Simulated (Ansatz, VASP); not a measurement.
PtSe2: VASP beside Ansatz

```
Pt Se
1.0
     3.72780    0.00000    0.00000
    -1.86390    3.22837    0.00000
     0.00000    0.00000    5.08161
Pt Se
1 2
Direct
  0.00000 0.00000 0.00000
  0.33333 0.66667 0.25813
  0.66667 0.33333 0.74187
```

Change from the starting cell: z stretched by +1 %, ions relaxed.

Alike in both runs: functional PBE; k mesh 14 × 14 × 9; occupations fermi-dirac, width 0.05 eV; no spin polarisation.

Ansatz relaxed the structure, and its values are those at the end. VASP's run is a single point on that final structure, the one shown.

|  | VASP | Ansatz |
| --- | --- | --- |
| version | VASP 6.6.1 | Ansatz 0.2.0 |
| potentials or method | VASP PAW PBE potentials, release 64 (Pt, Se) | plane-wave PAW, scalar-relativistic |
| plane-wave cutoff (eV) | 520 | 420 |
| valence electrons in the cell | 22 | 50 |

|  | VASP | Ansatz | Ansatz less VASP |
| --- | --- | --- | --- |
| pressure (GPa) | 4.0 | 4.0 | +0.03 |

With one functional, cell and mesh, what is left measures potentials, basis and numerics. VASP's potentials hold 22 valence electrons a cell and Ansatz's 50, so a difference there can come from the potentials and not from the codes. Ansatz's warnings: stress scf threshold loose.

Spin-orbit coupling is off throughout.
